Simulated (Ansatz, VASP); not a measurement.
**One calculation of HfB2S3, two programs**

File INCAR:

```
ALGO     = Normal         # electronic algorithm
EDIFF    = 1E-6           # SCF threshold, eV
EDIFFG   = -0.01          # ionic threshold
ENCUT    = 600            # plane-wave cutoff, eV
GGA      = PE             # functional
IBRION   = 2              # ionic algorithm
ISIF     = 3              # what is computed and relaxed
ISMEAR   = 0              # smearing method
LASPH    = True           # aspherical terms in the spheres
LCHARG   = False          # write CHGCAR
LREAL    = False          # projectors in reciprocal space
LWAVE    = False          # write WAVECAR
NELM     = 100            # most SCF steps
NSW      = 100            # ionic steps
PREC     = Accurate       # precision mode
SIGMA    = 0.1            # smearing width, eV
```

KPOINTS

```
k-points
0
Gamma
  12 12 4
```

POSCAR

```
HfB2S3
1.0
    3.7415763986      0.0000000000      0.0000000000
   -1.8707881993      3.2403002114      0.0000000000
    0.0000000000      0.0000000000      9.8157884635
Hf B S
1 2 3
Direct
    0.3333333333      0.6666666667      0.5000000000
    0.3333333333      0.6666666667      0.0811552720
    0.3333333333      0.6666666667      0.9188447280
    0.0000000000      0.0000000000      0.0000000000
    0.3333333333      0.6666666667      0.2591972771
    0.3333333333      0.6666666667      0.7408027229
```

Input for Ansatz:

```yaml
crystal:
  lattice:
    - [3.7415763986, 0.0, 0.0]
    - [-1.8707881993, 3.2403002114, 0.0]
    - [0.0, 0.0, 9.8157884635]
  atoms:
    - { symbol: Hf, position: [0.3333333333, 0.6666666667, 0.5] }
    - { symbol: B, position: [0.3333333333, 0.6666666667, 0.081155272] }
    - { symbol: B, position: [0.3333333333, 0.6666666667, 0.918844728] }
    - { symbol: S, position: [0.0, 0.0, 0.0] }
    - { symbol: S, position: [0.3333333333, 0.6666666667, 0.2591972771] }
    - { symbol: S, position: [0.3333333333, 0.6666666667, 0.7408027229] }
basis:
  ecutwfc: 420
kpoints:
  mp_grid: { grid: [12, 12, 4] }
hamiltonian:
  xc: pbe
scf:
  occupations: { method: gaussian, width: 0.1 }
output:
  forces: true
  stress: true
  eigenvalues: true
  write_density: true
  write_potential: true
  elf: true
  volumetric_format: npy
relax:
  adjacent_minimum: "off"
  f_tol: 0.01
  max_steps: 80
  cell: { stress_tol: 0.05 }
```

Alike in both runs: task relaxation of cell and atoms; functional PBE; k mesh 12 × 12 × 4; occupations gaussian, width 0.1 eV; no spin polarisation.

|  | VASP | Ansatz |
| --- | --- | --- |
| version | VASP 6.6.1 | Ansatz 0.2.0 |
| potentials or method | VASP PAW PBE potentials, release 64 (Hf_pv, B, S), cutoff 600 eV | scalar-relativistic, plane waves, PAW |
| valence electrons in the cell | 34 | 50 |

|  | VASP | Ansatz | Ansatz less VASP |
| --- | --- | --- | --- |
| gap on the k mesh at the Fermi level, each at its own relaxed structure (eV) | none | none | - |
| relaxed volume (Å³/atom) | 19.82 | 19.85 | +0.031 |
| relaxed length of the cell vector where the two differ most in proportion (Å) | 9.815 | 9.825 | +0.0103 |

A gap of «none» marks a metal or a gap that the smearing closes. VASP's potentials hold 34 valence electrons a cell and Ansatz's 50, so a difference there can come from the potentials and not from the codes.

Spin-orbit coupling is off throughout.
